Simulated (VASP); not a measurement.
# Nb (Im-3m) in VASP: a series of runs, part 2 of 2

VASP 6.6.1. The steps go on from the part before.

**6. Relaxation of cell and atoms, PBE**

File INCAR:

```
  PREC = Accurate
  ENCUT = 600
  EDIFF = 1E-7
  ISMEAR = -1
  SIGMA = 0.15
  LREAL = False
  LASPH = True
  NELM = 100
  ALGO = Normal
  ISIF = 3
  LWAVE = False
  LCHARG = False
  GGA = PE
  IBRION = 2
  NSW = 80
  EDIFFG = -0.001
```

File KPOINTS:

```
Automatic mesh
0
Gamma
  20 20 20
```

File POSCAR:

```
Nb
1.0
   -1.6555580004      1.6555580004      1.6555580004
    1.6555580004     -1.6555580004      1.6555580004
    1.6555580004      1.6555580004     -1.6555580004
Nb
1
Direct
    0.0000000000      0.0000000000      0.0000000000
```

Potentials or basis: VASP PAW PBE potentials, release 64 (Nb_sv).

Command:

```sh
$ cat potpaw_PBE.64/Nb_sv/POTCAR > POTCAR
$ mpirun -np 1 vasp_std > vasp.out
```

OUTCAR:

```text
PREC = Accurate
   ENCUT = 600
   EDIFF = 1E-7
   ISMEAR = -1
   LREAL = False
   LASPH = True
   NELM = 100
   ISIF = 3
   GGA = PE
   IBRION = 2
   NSW = 80
   EDIFFG = -0.001

 ion  position               nearest neighbor table
   1  0.000  0.000  0.000-

  LATTYP: Found a body centered cubic cell.
 ALAT       =     3.3111160008

  Lattice vectors:

 A1 = (  -1.6555580004,   1.6555580004,   1.6555580004)
 A2 = (   1.6555580004,  -1.6555580004,   1.6555580004)
 A3 = (   1.6555580004,   1.6555580004,  -1.6555580004)

Analysis of symmetry for initial positions (statically):
=====================================================================
 Subroutine PRICEL returns:
 Original cell was already a primitive cell.

 Routine SETGRP: Setting up the symmetry group for a
 body centered cubic supercell.

 Subroutine GETGRP returns: Found 48 space group operations
 (whereof 48 operations were pure point group operations)
 out of a pool of 48 trial point group operations.

The static configuration has the point symmetry O_h .

Analysis of symmetry for dynamics (positions and initial velocities):
=====================================================================
 Subroutine PRICEL returns:
 Original cell was already a primitive cell.

[... 221 lines left out ...]
--------------------------------------- Ionic step        3  -------------------------------------------

 number of electron      13.0000000 magnetization

 Free energy of the ion-electron system (eV)
  ---------------------------------------------------
  ext. energy  EPLUGINS =         0.00000000
  ---------------------------------------------------
  free energy    TOTEN  =       -10.27030387 eV

  energy without entropy =      -10.16728984  energy(sigma->0) =      -10.21879686

 E-fermi :  11.1106     XC(G=0): -12.4590

 val. band max:       11.1103569340   @ k =  -0.2500   0.2500   0.1500
 cond. band min:      11.1277598891   @ k =  -0.2000   0.2000   0.1000
 fundamental gap:      0.0174029551
 Fermi energy:        11.1105696019

 k-point     1 :       0.0000    0.0000    0.0000
  band No.  band energies     occupation
      1     -43.3028      2.00000
      2     -18.6172      2.00000
      3     -18.6172      2.00000
      4     -18.6172      2.00000
      5       5.1376      2.00000
      6      11.4414      0.19846
      7      11.4414      0.19846
      8      11.4414      0.19846
      9      14.3249      0.00000
     10      14.3249      0.00000
[... 287 lines left out ...]
 k-point    24 :       0.2500    0.1000    0.0000
  band No.  band energies     occupation
      1     -43.1387      2.00000
      2     -19.5181      2.00000
      3     -18.9101      2.00000
      4     -18.6705      2.00000
      5       7.7018      2.00000
      6      10.0410      1.99840
      7      10.7832      1.79735
      8      13.7155      0.00000
      9      14.8369      0.00000
     10      15.1232      0.00000

 [... further k-points ...]

------------------------ aborting loop because EDIFF is reached ----------------------------------------

  FORCE on cell =-STRESS in cart. coord.  units (eV):
  Direction    XX          YY          ZZ          XY          YZ          ZX
  --------------------------------------------------------------------------------------
  -------------------------------------------------------------------------------------
  Total       -0.0000294     -0.0000294     -0.0000294     -0.0000000     -0.0000000      0.0000000
  in kB       -0.0025929     -0.0025929     -0.0025929     -0.0000000     -0.0000000      0.0000000
  external PRESSURE =      -0.0025929 kB  Pullay stress =       0.0000000 kB
[... 16 lines left out ...]
  FREE ENERGIE OF THE ION-ELECTRON SYSTEM (eV)
  ---------------------------------------------------
  free  energy   TOTEN  =       -10.2703038700 eV

  energy  without entropy=      -10.1672898449  energy(sigma->0) =      -10.21879686

 reached required accuracy - stopping structural energy minimisation
```

OSZICAR:

```text
N       E                     dE             d eps       ncg     rms          rms(c)
DAV:   1     0.129121414347E+03    0.12912E+03   -0.80836E+03  5136   0.144E+03
DAV:   2    -0.449397721564E+01   -0.13362E+03   -0.13049E+03  5320   0.473E+02
[... 23 lines left out ...]
DAV:   1    -0.102703173858E+02   -0.14401E-04   -0.41343E-04  6328   0.330E-01    0.294E-02
DAV:   2    -0.102703037449E+02    0.13641E-04   -0.31948E-05  7720   0.820E-02    0.827E-03
DAV:   3    -0.102703022917E+02    0.14532E-05   -0.99162E-06  7968   0.357E-02    0.455E-03
DAV:   4    -0.102703029449E+02   -0.65323E-06   -0.32088E-07  5410   0.623E-03    0.252E-03
DAV:   5    -0.102703037857E+02   -0.84079E-06   -0.85499E-07  7758   0.631E-03    0.123E-03
DAV:   6    -0.102703038700E+02   -0.84251E-07   -0.12131E-08  2764   0.179E-03
   3 F= -.10270304E+02 E0= -.10218797E+02  d E =-.163708E-06
```

CONTCAR:

```text
Nb
   1.00000000000000
    -1.6556513268846780    1.6556513268846780    1.6556513268846780
     1.6556513268846780   -1.6556513268846780    1.6556513268846780
     1.6556513268846780    1.6556513268846780   -1.6556513268846780
  Nb
     1
Direct
     0.0000000000000000    0.0000000000000000    0.0000000000000000

  0.00000000E+00  0.00000000E+00  0.00000000E+00
```

It used 59 s of CPU time on 1 thread of Intel Xeon 6975P-C, on a shared host.

Results:

- Free energy: -10.2703 eV
- Relaxed volume: 18.15 Å³/atom
- Relaxed cell: a = 2.868 Å, b = 2.868 Å, c = 2.868 Å, α = 109.47°, β = 109.47°, γ = 109.47°
- Space group after relaxing (to 0.05 Å): Im-3m (No. 229)
- Energy gained by relaxing: 0.0 meV/atom
- Ionic steps: 3
- Pressure after relaxing: 0.0 GPa

Final structure:
```
CELL_PARAMETERS angstrom
-1.65565 1.65565 1.65565
1.65565 -1.65565 1.65565
1.65565 1.65565 -1.65565
ATOMIC_POSITIONS crystal
Nb 0.00000 0.00000 0.00000
```

**7. Overview**

| task | cell | k mesh | cutoff (eV) | smearing | gap on the mesh (eV) | pressure (GPa) | relaxed volume (Å³/atom) |
| --- | --- | --- | --- | --- | --- | --- | --- |
| single point | a = 2.868 Å, angles 109.5°, 1 atom | 18 × 18 × 18 | 520 | gaussian 0.1 eV | none | -0.3 | - |
| relaxation of cell and atoms | relaxed from a = 2.882 Å, angles 109.5°, 1 atom | 18 × 18 × 18 | 600 | gaussian 0.1 eV | none | 0.0 | 18.12 |
| single point | a = 3.311, b = 3.311, c = 2.868 Å, angles 125.3, 54.7, 90.0°, 1 atom | 10 × 10 × 20 | 520 | gaussian 0.1 eV | none | -0.5 | - |
| single point | a = 2.869 Å, angles 109.5°, 1 atom | 20 × 20 × 20 | 520 | fermi-dirac 0.15 eV | none | -0.3 | - |
| relaxation of cell and atoms | relaxed from a = 2.868 Å, angles 109.5°, 1 atom | 20 × 20 × 20 | 600 | fermi-dirac 0.15 eV | none | 0.0 | 18.15 |

Alike in all rows: level PBE; potentials or basis VASP PAW PBE potentials, release 64 (Nb_sv); no spin polarisation.

Absolute energies hang on the potentials; compare differences alone.
